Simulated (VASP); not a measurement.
A run of VASP 6.6.1:

File INCAR:

```
PREC = Accurate
ENCUT = 500
EDIFF = 1E-7
ISMEAR = 0
SIGMA = 0.01
LREAL = False
LASPH = True
NELM = 120
ALGO = Normal
ISIF = 3
LWAVE = False
LCHARG = False
GGA = PS
IBRION = 2
NSW = 100
EDIFFG = -0.002
PSTRESS = 10.0
GGA_COMPAT = False
NELMIN = 4
```

Contents of KPOINTS:

```
Automatic mesh
0
Gamma
  8 8 8
```

File POSCAR:

```
AgI
1.0
    0.0000000000      3.2250374338      3.2250374338
    3.2250374338      0.0000000000      3.2250374338
    3.2250374338      3.2250374338      0.0000000000
Ag I
1 1
Direct
    0.0000000000      0.0000000000      0.0000000000
    0.7500000000      0.7500000000      0.7500000000
```

Potentials or basis: VASP PAW PBE potentials, release 64 (Ag, I).

Command:

```console
$ cat potpaw_PBE.64/Ag/POTCAR potpaw_PBE.64/I/POTCAR > POTCAR
$ mpirun -np 1 vasp_std > vasp.out
```

Hardware: 1 thread of AMD EPYC 9R45 96-Core Processor (Zen 5) (shared host).

How long does it take, and how much memory?

Wall time 91 s on 1 thread of AMD EPYC 9R45 96-Core Processor (Zen 5) (shared host), peak memory 0.2 GiB. Counts: scf iterations 82, k points 29, ion steps 15.
